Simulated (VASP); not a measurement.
**ZnCu: electric field gradients with PBEsol**

Crystal: ZnCu.

```
Zn Cu
1.0
     3.00276    0.00000    0.00000
     0.00000    3.00276    0.00000
     0.00000    0.00000    3.00276
Zn Cu
1 1
Direct
  0.50000 0.50000 0.50000
  0.00000 0.00000 0.00000
```

This cell differs from its parent crystal: volume scaled by 1.06.

```
Program                : VASP 6.6.1
Task                   : electric field gradients
Functional             : PBEsol
Potentials or basis    : VASP PAW PBE potentials, release 64 (Zn, Cu)
Cutoff                 : 520 eV
k mesh                 : 14 × 14 × 14
Occupations            : fermi-dirac, width 0.05 eV
Spin                   : no spin polarisation
Dipole correction      : no
Further INCAR settings : ALGO = Normal; EDIFF = 1e-08; NBANDS = 18
```

```json
{
  "Pressure": "-9.8 GPa"
}
```

Levels at points of the mesh, in eV from the Fermi level:
```csv
k point,band 8,band 9,band 10,band 11,band 12,band 13,band 14,band 15,band 16,band 17
"(0.00, 0.00, 0.00)",-3.40,-2.63,-2.63,-2.63,5.99,5.99,5.99,10.90,10.90,11.35
"(0.50, 0.00, 0.00)",-3.49,-3.12,-3.12,-2.69,-1.95,11.18,11.18,11.83,11.83,13.09
"(0.50, 0.50, 0.00)",-2.77,-2.77,-2.40,-1.73,-1.73,1.50,1.87,13.28,15.03,15.03
"(0.50, 0.50, 0.50)",-4.05,-2.38,-2.38,3.42,4.19,4.19,4.19,4.33,4.33,4.33
```

Run time: 32 s on 1 thread of Intel Xeon 6975P-C (shared host), peak memory 0.18 GiB.

Caveat: without QUAD_EFG the Cq values of the log hold for a quadrupole moment of 1 mb, not for the nuclei; the PAW data sets were made with another functional, which shifts forces and pressure a little.
